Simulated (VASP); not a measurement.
AlN, 4 atoms in the cell. It takes space group Cmc2_1 (No. 36, orthorhombic). The conventional cell has a = 3.114 Å, b = 5.394 Å, c = 4.985 Å, α = 90.00°, β = 90.00°, γ = 90.00°. Al (site symmetry m) has 4 N at 1.89 to 1.91 Å within 2.5 Å. Within 2.5 Å of N (site symmetry m) lie 4 Al at 1.89 to 1.91 Å. 

```yaml
Program: VASP 6.6.1
Task: single point
Functional: LDA
Potentials_or_basis: VASP PAW LDA potentials, release 64 (Al, N)
Cutoff: 520 eV
k_mesh: 9 × 9 × 6
Occupations: gaussian, width 0.05 eV
Spin: no spin polarisation
Dipole_correction: no
Further_INCAR_settings: ALGO = Normal; EDIFF = 1e-06; NBANDS = 16
```

Potentials or basis: VASP PAW LDA potentials, release 64 (Al, N).

The run is started by

```sh
$ cat potpaw_LDA.64/Al/POTCAR potpaw_LDA.64/N/POTCAR > POTCAR
$ mpirun -np 1 vasp_std > vasp.out
```

Hardware: 1 thread of Intel Xeon 6975P-C, on a shared host.

Question: Estimate the wall time of this run.

Answer: Run time: 39 s on 1 thread of Intel Xeon 6975P-C, on a shared host, peak memory 0.18 GiB. Counts: scf iterations 12, k points 100.
